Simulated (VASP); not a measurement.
# Al2Pt (Fm-3m) in VASP: further runs

The runs below take Al2Pt through single point, with PBE.

Program: VASP 6.6.1. These are calculated values, not measurements. Logs are shortened: lines on timing, memory, paths and dates and some standing lists are left out, and cuts for length are marked.

## Step 1: The cell of the first run

Symmetry: Fm-3m, No. 225, cubic system. Conventional cell: a = 6.005 Å, b = 6.005 Å, c = 6.005 Å, α = 90.00°, β = 90.00°, γ = 90.00°. Al (site symmetry -43m) has 4 Pt at 2.60 Å and 6 Al at 3.00 Å within 3.4 Å. Within 3.4 Å of Pt (site symmetry m-3m) lie 8 Al at 2.60 Å.

## Step 2: Single point, PBE (volume scaled by 1.03)

INCAR

```
SYSTEM = Al2Pt
ALGO     = Normal         ! electronic algorithm
EDIFF    = 1E-6           ! SCF threshold, eV
ENCUT    = 520            ! plane-wave cutoff, eV
GGA      = PE             ! functional
ISIF     = 2              ! what is computed and relaxed
ISMEAR   = 0              ! smearing method
LASPH    = .True.         ! aspherical terms in the spheres
LCHARG   = .True.         ! write CHGCAR
LELF     = .True.         ! ELF
LREAL    = .False.        ! projectors in reciprocal space
LVHAR    = .True.       
LWAVE    = .False.        ! write WAVECAR
NBANDS   = 15             ! bands
NELM     = 80             ! most SCF steps
PREC     = Accurate       ! precision mode
SIGMA    = 0.1            ! smearing width, eV
```

KPOINTS

```
k-points
0
Gamma
  12 12 12
  0 0 0
```

POSCAR

```
Al2Pt
1.0
    0.0000000000      3.0026436747      3.0026436747
    3.0026436747      0.0000000000      3.0026436747
    3.0026436747      3.0026436747      0.0000000000
Al Pt
2 1
Direct
    0.2500000000      0.2500000000      0.2500000000
    0.7500000000      0.7500000000      0.7500000000
    0.0000000000      0.0000000000      0.0000000000
```

Potentials or basis: VASP PAW PBE potentials, release 64 (Al, Pt).

Run with:

```
> cat potpaw_PBE.64/Al/POTCAR potpaw_PBE.64/Pt/POTCAR > POTCAR
> mpirun -np 1 vasp_std > vasp.out
```

OUTCAR:

```text
SYSTEM = Al2Pt
   EDIFF = 1E-6
   ENCUT = 520
   GGA = PE
   ISIF = 2
   ISMEAR = 0
   LASPH = .True.
   LREAL = .False.
   NELM = 80
   PREC = Accurate

 ion  position               nearest neighbor table
   1  0.250  0.250  0.250-   3 2.60   3 2.60   3 2.60   3 2.60   2 3.00   2 3.00   2 3.00   2 3.00
                             2 3.00   2 3.00
   2  0.750  0.750  0.750-   3 2.60   3 2.60   3 2.60   3 2.60   1 3.00   1 3.00   1 3.00   1 3.00
                             1 3.00   1 3.00
   3  0.000  0.000  0.000-   2 2.60   2 2.60   2 2.60   1 2.60   2 2.60   1 2.60   1 2.60   1 2.60

  LATTYP: Found a face centered cubic cell.
 ALAT       =     6.0052873494

  Lattice vectors:

 A1 = (   0.0000000000,   3.0026436747,   3.0026436747)
 A2 = (   3.0026436747,   0.0000000000,   3.0026436747)
 A3 = (   3.0026436747,   3.0026436747,   0.0000000000)

Analysis of symmetry for initial positions (statically):
=====================================================================
 Subroutine PRICEL returns:
 Original cell was already a primitive cell.

 Routine SETGRP: Setting up the symmetry group for a
 face centered cubic supercell.

 Subroutine GETGRP returns: Found 48 space group operations
 (whereof 48 operations were pure point group operations)
 out of a pool of 48 trial point group operations.

The static configuration has the point symmetry O_h .

Analysis of symmetry for dynamics (positions and initial velocities):
=====================================================================
 Subroutine PRICEL returns:
 Original cell was already a primitive cell.

 Routine SETGRP: Setting up the symmetry group for a
 face centered cubic supercell.

 Subroutine GETGRP returns: Found 48 space group operations
 (whereof 48 operations were pure point group operations)
 out of a pool of 48 trial point group operations.

The dynamic configuration has the point symmetry O_h .

 Subroutine INISYM returns: Found 48 space group operations
 (whereof 48 operations are pure point group operations),
 and found     1 'primitive' translations

----------------------------------------------------------------------------------------

                                     Primitive cell

  volume of cell :      54.1429

  direct lattice vectors                    reciprocal lattice vectors
     0.000000000  3.002643675  3.002643675    -0.166519925  0.166519925  0.166519925
     3.002643675  0.000000000  3.002643675     0.166519925 -0.166519925  0.166519925
     3.002643675  3.002643675  0.000000000     0.166519925  0.166519925 -0.166519925

  length of vectors
     4.246379408  4.246379408  4.246379408     0.288420971  0.288420971  0.288420971

  position of ions in fractional coordinates (direct lattice)
     0.250000000  0.250000000  0.250000000
     0.750000000  0.750000000  0.750000000
     0.000000000  0.000000000  0.000000000

  ion indices of the primitive-cell ions
   primitive index   ion index
                 1           1
                 2           2
                 3           3

----------------------------------------------------------------------------------------

 KPOINTS: k-points

Automatic generation of k-mesh.
 Grid dimensions read from file:
 generate k-points for:   12   12   12

 Generating k-lattice:

  Cartesian coordinates                     Fractional coordinates (reciprocal lattice)
    -0.013876660  0.013876660  0.013876660     0.083333333  0.000000000  0.000000000
     0.013876660 -0.013876660  0.013876660     0.000000000  0.083333333  0.000000000
     0.013876660  0.013876660 -0.013876660     0.000000000  0.000000000  0.083333333

  Length of vectors
     0.024035081  0.024035081  0.024035081

  Shift w.r.t. Gamma in fractional coordinates (k-lattice)
     0.000000000  0.000000000  0.000000000

 Subroutine IBZKPT returns following result:
 ===========================================

 Found     72 irreducible k-points:

 Following reciprocal coordinates:
            Coordinates               Weight
  0.000000  0.000000  0.000000      1.000000
  0.083333  0.000000  0.000000      8.000000
  0.166667  0.000000  0.000000      8.000000
  0.250000  0.000000  0.000000      8.000000
  0.333333  0.000000  0.000000      8.000000
  0.416667  0.000000  0.000000      8.000000
[... 16 lines left out ...]
  0.500000  0.166667  0.000000     24.000000
 -0.416667  0.166667  0.000000     24.000000
 [... further k-points ...]
   k-points           NKPTS =     72   k-points in BZ     NKDIM =     72   number of bands    NBANDS=     15
   number of dos      NEDOS =    301   number of ions     NIONS =      3
   total plane-waves  NPLWV =  32768
   dimension x,y,z NGX =    32 NGY =   32 NGZ =   32
   dimension x,y,z NGXF=    64 NGYF=   64 NGZF=   64
   ions per type =               2   1
   NGX,Y,Z   is equivalent  to a cutoff of  12.53, 12.53, 12.53 a.u.
   NGXF,Y,Z  is equivalent  to a cutoff of  25.06, 25.06, 25.06 a.u.
 SYSTEM =  Al2Pt
   PREC   = accura    normal or accurate (medium, high low for compatibility)
   ISTART =      0    job   : 0-new  1-cont  2-samecut
   ICHARG =      2    charge: 1-file 2-atom 10-const
   ISPIN  =      1    spin polarized calculation?
   LNONCOLLINEAR =      F non collinear calculations
   LSORBIT =      F    spin-orbit coupling
   LASPH  =      T    aspherical Exc in radial PAW
   ENCUT  =  520.0 eV  38.22 Ry    6.18 a.u.   7.90  7.90  7.90*2*pi/ulx,y,z
   NELM   =     80;   NELMIN=  2; NELMDL= -5     # of ELM steps
   EDIFF  = 0.1E-05   stopping-criterion for ELM
   LREAL  =      F    real-space projection
   EDIFFG = 0.1E-04   stopping-criterion for IOM
   NSW    =      0    number of steps for IOM
   IBRION =     -1    ionic relax: 0-MD 1-quasi-New 2-CG
   NFREE  =      0    steps in history (QN), initial steepest desc. (CG)
   ISIF   =      2    stress and relaxation
   ISYM   =      2    0-nonsym 1-usesym 2-fastsym
   POTIM  = 0.5000    time-step for ionic-motion
   TEBEG  =    0.0;   TEEND  =   0.0 temperature during run
   PSTRESS=    0.0 pullay stress
   NELECT =      16.0000    total number of electrons
   NUPDOWN=      -1.0000    fix difference up-down
   EMIN   =  10.00;   EMAX   =-10.00  energy-range for DOS
   EFERMI =   0.00;   METHOD = LEGACY
   ISMEAR =     0;   SIGMA  =   0.10  broadening in eV -4-tet -1-fermi 0-gaus
   EFERMI_NEDOS =   21; number of points for ismear=-14 and -15
   IALGO  =     38    algorithm
   IMIX   =      4    mixing-type and parameters
     AMIX     =   0.40;   BMIX     =  1.00
     AMIX_MAG =   1.60;   BMIX_MAG =  1.00
  volume/ion in A,a.u.               =      18.05       121.79
  Fermi-wavevector in a.u.,A,eV,Ry     =   1.090438  2.060629 16.178080  1.189055
  Thomas-Fermi vector in A             =   2.226663
   LORBIT       =      0    0 simple, 1 ext, 2 COOP (PROOUT), +10 PAW based schemes
   GGA     = PE    functional components
   LHFCALC =     F    Hartree Fock is set to
   AEXX    =    0.0000 exact exchange contribution
   IVDW    =     0    specifies the selected vdW correction
   LEPSILON=     F    determine dielectric tensor
   LRPA    =     F    only Hartree local field effects (RPA)
 non-spin polarized calculation
 Gauss-broadening in eV      SIGMA  =   0.10
  energy-cutoff  :      520.00
  volume of cell :       54.14
 maximum number of plane-waves:      1475
   NGX = 15   NGY = 15   NGZ = 15

 number of electron      16.0000001 magnetization

 Free energy of the ion-electron system (eV)
  ---------------------------------------------------
  ext. energy  EPLUGINS =         0.00000000
  ---------------------------------------------------
  free energy    TOTEN  =       -16.23643073 eV

  energy without entropy =      -16.23048693  energy(sigma->0) =      -16.23345883

 E-fermi :   7.3744     XC(G=0): -10.4927

 val. band max:        7.3299120553   @ k =  -0.3333   0.3333   0.0000
 cond. band min:       7.3910465078   @ k =   0.3333   0.2500   0.0000
 fundamental gap:      0.0611344526
 Fermi energy:         7.3744064798

 k-point     1 :       0.0000    0.0000    0.0000
  band No.  band energies     occupation
      1      -2.5491      2.00000
      2       2.5403      2.00000
      3       2.5403      2.00000
      4       2.5403      2.00000
      5       3.8424      2.00000
      6       3.8424      2.00000
      7       9.9419      0.00000
      8      11.1309      0.00000
      9      11.1309      0.00000
     10      11.1309      0.00000
     11      12.4891      0.00000
     12      12.4891      0.00000
     13      12.4891      0.00000
     14      13.5141      0.00000
     15      13.5141      0.00000

 k-point     2 :       0.0833    0.0000    0.0000
  band No.  band energies     occupation
      1      -2.4569      2.00000
      2       2.4809      2.00000
      3       2.5712      2.00000
      4       2.5712      2.00000
      5       3.8315      2.00000
      6       3.8315      2.00000
      7       9.6735      0.00000
      8      10.2931      0.00000
      9      10.8232      0.00000
     10      10.8232      0.00000
     11      12.8283      0.00000
     12      12.8283      0.00000
     13      13.2437      0.00000
     14      13.3366      0.00000
     15      13.3366      0.00000

 k-point     3 :       0.1667    0.0000    0.0000
  band No.  band energies     occupation
      1      -2.1845      2.00000
      2       2.3224      2.00000
      3       2.6523      2.00000
      4       2.6523      2.00000
      5       3.8134      2.00000
      6       3.8134      2.00000
      7       8.0794      0.00000
      8      10.2224      0.00000
      9      10.2224      0.00000
     10      10.4766      0.00000
     11      12.9312      0.00000
     12      12.9389      0.00000
     13      12.9389      0.00000
     14      13.5984      0.00000
     15      13.5984      0.00000
[... 343 lines left out ...]
 k-point    23 :       0.5000    0.1667    0.0000
  band No.  band energies     occupation
      1      -0.0933      2.00000
      2       1.5169      2.00000
      3       2.7843      2.00000
      4       3.0323      2.00000
      5       3.7761      2.00000
      6       4.0114      2.00000
      7       4.0595      2.00000
      8       7.1903      1.99078
      9       7.7015      0.00000
     10      10.6348      0.00000
     11      12.9974      0.00000
     12      13.3211      0.00000
     13      13.7721      0.00000
     14      14.7094      0.00000
     15      17.1915      0.00000

 k-point    24 :      -0.4167    0.1667    0.0000
  band No.  band energies     occupation
      1       0.0124      2.00000
      2       1.4824      2.00000
      3       2.7577      2.00000
      4       3.0490      2.00000
      5       3.5785      2.00000
      6       3.9251      2.00000
      7       4.2659      2.00000
      8       6.8576      2.00000
      9       7.9985      0.00000
     10      10.7265      0.00000
     11      12.7996      0.00000
     12      13.0465      0.00000
     13      14.0656      0.00000
     14      15.8330      0.00000
     15      16.3392      0.00000

 [... further k-points ...]
[... 5 lines left out ...]
  --------------------------------------------------------------------------------------
  -------------------------------------------------------------------------------------
  Total       -1.2680259     -1.2680259     -1.2680259      0.0000000     -0.0000000     -0.0000000
  in kB      -37.5229793    -37.5229793    -37.5229793      0.0000000     -0.0000000     -0.0000000
  external PRESSURE =     -37.5229793 kB  Pullay stress =       0.0000000 kB

 VOLUME and BASIS-vectors are now :
 -----------------------------------------------------------------------------
  energy-cutoff  :      520.00
  volume of cell :       54.14
      direct lattice vectors                 reciprocal lattice vectors
     0.000000000  3.002643675  3.002643675    -0.166519925  0.166519925  0.166519925
     3.002643675  0.000000000  3.002643675     0.166519925 -0.166519925  0.166519925
     3.002643675  3.002643675  0.000000000     0.166519925  0.166519925 -0.166519925

 POSITION                                       TOTAL-FORCE (eV/Angst)
 -----------------------------------------------------------------------------------
      1.50132      1.50132      1.50132        -0.000000     -0.000000      0.000000
      4.50397      4.50397      4.50397         0.000000      0.000000      0.000000
      0.00000      0.00000      0.00000         0.000000     -0.000000     -0.000000
 -----------------------------------------------------------------------------------
    total drift:                                0.000000     -0.000000      0.000000

  FREE ENERGIE OF THE ION-ELECTRON SYSTEM (eV)
  ---------------------------------------------------
  free  energy   TOTEN  =       -16.2364307286 eV

  energy  without entropy=      -16.2304869345  energy(sigma->0) =      -16.23345883
```

Run time: 29 s. Hardware: 1 thread of Intel Xeon Platinum 8488C (Sapphire Rapids), shared host; peak memory 0.21 GiB.

Results:

* Free energy: -16.2364 eV
* Pressure: -3.8 GPa
* Band gap on the k mesh: zero (band 8 reaches 11.13 eV, above the bottom of band 9 at 5.83 eV)

Caveat: spin-orbit coupling is left out, which moves the levels of the heavy elements.

## Step 3: Single point, PBE (volume scaled by 1.06)

INCAR

```
  PREC = Accurate
  ENCUT = 520
  EDIFF = 1E-6
  ISMEAR = 0
  SIGMA = 0.1
  LREAL = F
  LASPH = T
  NELM = 100
  ALGO = Fast
  ISIF = 2
  LWAVE = F
  LCHARG = F
  GGA = PE
  NBANDS = 15
```

KPOINTS

```
regular mesh
0
Gamma
  12 12 12
```

POSCAR

```
Al2Pt
1.0
    0.0000000000      3.0315170198      3.0315170198
    3.0315170198      0.0000000000      3.0315170198
    3.0315170198      3.0315170198      0.0000000000
Al Pt
2 1
Direct
    0.2500000000      0.2500000000      0.2500000000
    0.7500000000      0.7500000000      0.7500000000
    0.0000000000      0.0000000000      0.0000000000
```

Potentials or basis: VASP PAW PBE potentials, release 64 (Al, Pt).

Run with:

```
> cat potpaw_PBE.64/Al/POTCAR potpaw_PBE.64/Pt/POTCAR > POTCAR
> mpirun -np 1 vasp_std > vasp.out
```

Wall time 34 s (1 thread of Intel Xeon Platinum 8488C (Sapphire Rapids), shared host); peak memory 0.21 GiB.

It converged, with:

```
Free energy            : -16.1845 eV
Pressure               : -6.8 GPa
Band gap on the k mesh : zero (band 8 reaches 10.79 eV, above the bottom of band 9 at 5.57 eV)
```

Levels at points of the mesh, in eV from the Fermi level:
| k point | band 4 | band 5 | band 6 | band 7 | band 8 | band 9 | band 10 | band 11 | band 12 | band 13 |
| --- | --- | --- | --- | --- | --- | --- | --- | --- | --- | --- |
| (0.00, 0.00, 0.00) | -4.69 | -3.42 | -3.42 | 2.36 | 3.73 | 3.73 | 3.73 | 4.96 | 4.96 | 4.96 |
| (0.50, 0.00, 0.00) | -4.38 | -3.49 | -3.23 | -3.23 | 0.99 | 0.99 | 3.58 | 4.65 | 4.81 | 4.81 |
| (0.50, 0.50, 0.00) | -3.53 | -3.53 | -3.21 | -2.99 | -1.49 | -1.49 | 2.60 | 3.24 | 7.99 | 10.07 |

Caveat: spin-orbit coupling is left out, which moves the levels of the heavy elements.

## Step 4: Single point, PBE (volume scaled by 1.10)

INCAR

```
  PREC = Accurate
  ENCUT = 520
  EDIFF = 1E-6
  ISMEAR = 0
  SIGMA = 0.1
  LREAL = False
  LASPH = True
  NELM = 100
  ALGO = Normal
  ISIF = 2
  LWAVE = False
  LCHARG = False
  GGA = PE
  NBANDS = 15
```

KPOINTS

```
Automatic mesh
0
Gamma
  12 12 12
```

POSCAR

```
Al2Pt
1.0
    0.0000000000      3.0691794673      3.0691794673
    3.0691794673      0.0000000000      3.0691794673
    3.0691794673      3.0691794673      0.0000000000
Al Pt
2 1
Direct
    0.2500000000      0.2500000000      0.2500000000
    0.7500000000      0.7500000000      0.7500000000
    0.0000000000      0.0000000000      0.0000000000
```

Run with:

```
> cat potpaw_PBE.64/Al/POTCAR potpaw_PBE.64/Pt/POTCAR > POTCAR
> mpirun -np 1 vasp_std > vasp.out
```

It took 31 s on 1 thread of Intel Xeon Platinum 8488C (Sapphire Rapids), shared host; peak memory 0.21 GiB.

It converged, with:

* Free energy: -16.0734 eV
* Pressure: -10.1 GPa
* Band gap on the k mesh: zero (band 8 reaches 10.36 eV, above the bottom of band 9 at 5.24 eV)

Levels at points of the mesh, in eV from the Fermi level:
| k point | band 5 | band 6 | band 7 | band 8 | band 9 | band 10 | band 11 | band 12 |
| --- | --- | --- | --- | --- | --- | --- | --- | --- |
| (0.00, 0.00, 0.00) | -3.28 | -3.28 | 2.09 | 3.70 | 3.70 | 3.70 | 4.77 | 4.77 |
| (0.50, 0.00, 0.00) | -3.38 | -3.11 | -3.11 | 0.99 | 0.99 | 3.49 | 4.34 | 4.66 |
| (0.50, 0.50, 0.00) | -3.40 | -3.10 | -2.88 | -1.42 | -1.42 | 2.37 | 3.19 | 7.95 |

Caveat: spin-orbit coupling is left out, which moves the levels of the heavy elements.

## Step 5: Summary

| cell | gap on the mesh (eV) | pressure (GPa) |
| --- | --- | --- |
| a = 4.246 Å, angles 60.0°, 3 atoms | none | -3.8 |
| a = 4.287 Å, angles 60.0°, 3 atoms | none | -6.8 |
| a = 4.340 Å, angles 60.0°, 3 atoms | none | -10.1 |

Alike in all rows: task single point; level PBE; potentials or basis VASP PAW PBE potentials, release 64 (Al, Pt); no spin polarisation; k mesh 12 × 12 × 12; cutoff (eV) 520; smearing gaussian 0.1 eV.

Caveats: spin-orbit coupling is left out, which moves the levels of the heavy elements.

Total energies depend on the potentials used, so only differences within one code and one set of settings carry meaning.
